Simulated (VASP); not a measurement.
A run of VASP 6.6.1 is set up as follows.

Contents of INCAR:

```
SYSTEM = CdS
PREC = Accurate
ENCUT = 520
EDIFF = 1E-6
ISMEAR = 0
SIGMA = 0.05
LREAL = .False.
LASPH = .True.
NELM = 100
ALGO = Normal
ISIF = 2
LWAVE = .False.
LCHARG = .False.
GGA = PE
NBANDS = 16
```

The input KPOINTS:

```
regular mesh
0
Gamma
  8 8 8
  0 0 0
```

POSCAR

```
CdS
1.0
    0.0000000000      2.7936000000      3.0264000000
    2.7936000000      0.0000000000      3.0264000000
    2.7936000000      2.7936000000      0.0000000000
Cd S
1 1
Direct
    0.0000000000      0.0000000000      0.0000000000
    0.7500000000      0.7500000000      0.7500000000
```

Potentials or basis: VASP PAW PBE potentials, release 64 (Cd, S).

The run is started by

```sh
$ cat potpaw_PBE.64/Cd/POTCAR potpaw_PBE.64/S/POTCAR > POTCAR
$ mpirun -np 1 vasp_std > vasp.out
```

Task: What does it give for the pressure?

Result: 6.7 GPa.

Task: What does it give for the band gap on the k mesh?

Result: 1.15 eV, direct.

Stress tensor (GPa, compression positive):
```
7.11 0.00 0.00
0.00 7.11 0.00
0.00 0.00 5.81
```

Caveat: the cell differs from its parent crystal (strain -0.040 along x and y, +0.040 along z).
